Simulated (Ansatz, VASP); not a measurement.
One calculation of Lu2ReP, two programs

```
Lu Re P
1.0
     4.11155    0.00000    0.00000
     0.00000    4.11155    0.00000
     0.00000    0.00000    4.02239
Lu Re P
2 1 1
Direct
  0.00000 0.50000 0.50000
  0.50000 0.00000 0.50000
  0.50000 0.50000 0.00000
  0.00000 0.00000 0.00000
```

Change from the starting cell: species swapped into the TiAgHg2 type (P4/mmm, No. 123).

Alike in both runs: task single point; functional PBE; k mesh 4 × 4 × 4; occupations gaussian, width 0.1 eV; no spin polarisation.

|  | VASP | Ansatz |
| --- | --- | --- |
| version | VASP 6.6.1 | Ansatz 0.2.0 |
| potentials or method | VASP PAW PBE potentials, release 64 (Lu, Re, P), cutoff 520 eV | scalar-relativistic, plane waves, PAW |
| valence electrons in the cell | 62 | 70 |

```csv
,VASP,Ansatz,Ansatz less VASP
gap on the k mesh at the Fermi level (eV),none,none,-
pressure (GPa),12.2,11.6,-0.61
"traceless stress, the component that is largest in VASP (GPa)",-12.60,-12.53,+0.072
```

A gap of «none» marks a metal or a gap that the smearing closes. VASP's potentials hold 62 valence electrons a cell and Ansatz's 70, so a difference there can come from the potentials and not from the codes.

The k mesh is coarse, so the values compare programs but aren't converged. Neither program's run includes spin-orbit coupling.
